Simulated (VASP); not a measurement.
**HfO2: single point with r2SCAN**

The system is HfO2.

```
Hf O
1.0
    -4.62500    4.62500    1.99388
     4.62500   -4.62500    1.99388
     4.62500    4.62500   -1.99388
Hf O
4 8
Direct
  0.29309 0.03485 0.32794
  0.03485 0.70691 0.74177
  0.96515 0.29309 0.25823
  0.70691 0.96515 0.67206
  0.50629 0.14720 0.65349
  0.17980 0.85602 0.03582
  0.14720 0.49371 0.64091
  0.14398 0.17980 0.32378
  0.85602 0.82020 0.67622
  0.85280 0.50629 0.35909
  0.82020 0.14398 0.96418
  0.49371 0.85280 0.34651
```

```
Program                : VASP 6.6.1
Task                   : single point
Functional             : r2SCAN
Potentials or basis    : VASP PAW PBE potentials, release 64 (Hf_pv, O)
Cutoff                 : 520 eV
k mesh                 : 6 × 6 × 6
Occupations            : gaussian, width 0.02 eV
Spin                   : no spin polarisation
Dipole correction      : no
Further INCAR settings : ALGO = Normal; EDIFF = 1e-06; NBANDS = 56
```

```yaml
Pressure: -2.4 GPa
Largest_force: 0.064 eV/Å
Band_gap_on_the_k_mesh: 4.32 eV, indirect (least direct gap 4.89 eV)
```

Forces in eV/Å, atoms in the order of the input:
```
Hf  -0.063 -0.003  0.000
Hf   0.003 -0.063  0.000
Hf  -0.003  0.063  0.000
Hf   0.063  0.003  0.000
O   -0.001 -0.009  0.000
O    0.028 -0.025  0.000
O    0.009 -0.001  0.000
O   -0.025 -0.028  0.000
O    0.025  0.028  0.000
O   -0.009  0.001  0.000
O   -0.028  0.025  0.000
O    0.001  0.009  0.000
```

Stress tensor (GPa, compression positive):
```
-2.45  0.00  0.00
 0.00 -2.45  0.00
 0.00  0.00 -2.25
```

Levels at points of the mesh, in eV from the valence-band top:
| k point | band 42 | band 43 | band 44 | band 45 | band 46 | band 47 |
| --- | --- | --- | --- | --- | --- | --- |
| (0.00, 0.00, 0.00) | -0.92 | -0.87 | -0.60 | 4.32 | 5.66 | 5.72 |
| (0.50, 0.00, 0.00) | -0.59 | -0.59 | -0.24 | 5.84 | 5.96 | 6.03 |
| (0.50, 0.50, 0.00) | -0.79 | -0.63 | -0.42 | 4.79 | 5.48 | 5.93 |
| (0.50, 0.50, 0.50) | -0.79 | -0.79 | 0.00 | 5.40 | 5.80 | 5.87 |

Run time: 26 min on 1 thread of Intel(R) Xeon(R) 6975P-C (Granite Rapids) (shared host), peak memory 0.56 GiB.

Caveat: the PAW data sets were made with another functional, which shifts forces and pressure a little; spin-orbit coupling is left out, which moves the levels of the heavy elements. r2SCAN opens gaps a little over a GGA but as a rule still falls short of measured ones.
